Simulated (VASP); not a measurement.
Input of a VASP 6.6.1 run:

File INCAR:

```
ALGO = Normal ; EDIFF = 1E-7
EDIFFG = -0.08 ; ENCUT = 600
GGA = PE ; IBRION = 2
ISIF = 3 ; ISMEAR = 0
ISPIN = 2 ; LASPH = True
LCHARG = False ; LMAXMIX = 4
LORBIT = 11 ; LREAL = False
LWAVE = False ; MAGMOM = 0 0 1 0 0
NELM = 150 ; NSW = 36
PREC = Accurate ; SIGMA = 0.15
```

KPOINTS

```
k-points
0
Gamma
  5 5 5
```

The input POSCAR:

```
Li2TiO2
1.0
   -1.5000000000      1.8750000000      4.7000000000
    1.5000000000     -1.8750000000      4.7000000000
    1.5000000000      1.8750000000     -4.7000000000
Li Ti O
2 1 2
Direct
    0.2860000000      0.2860000000      0.0000000000
    0.7140000000      0.7140000000      0.0000000000
    0.0000000000      0.0000000000      0.0000000000
    0.8565000000      0.3565000000      0.5000000000
    0.1435000000      0.6435000000      0.5000000000
```

Potentials or basis: VASP PAW PBE potentials, release 64 (Li_sv, Ti_sv, O).

Run with:

```bash
$ cat potpaw_PBE.64/Li_sv/POTCAR potpaw_PBE.64/Ti_sv/POTCAR potpaw_PBE.64/O/POTCAR > POTCAR
$ mpirun -np 1 vasp_std > vasp.out
```

(1) Predict the band gap on the k mesh.

(2) Predict the space group after relaxing (to 0.1 Å).

Results:

(1) zero (filled and empty bands overlap).

(2) Immm (No. 71).

Caveat: the k points lie up to 0.45 Å⁻¹ apart in the final cell.
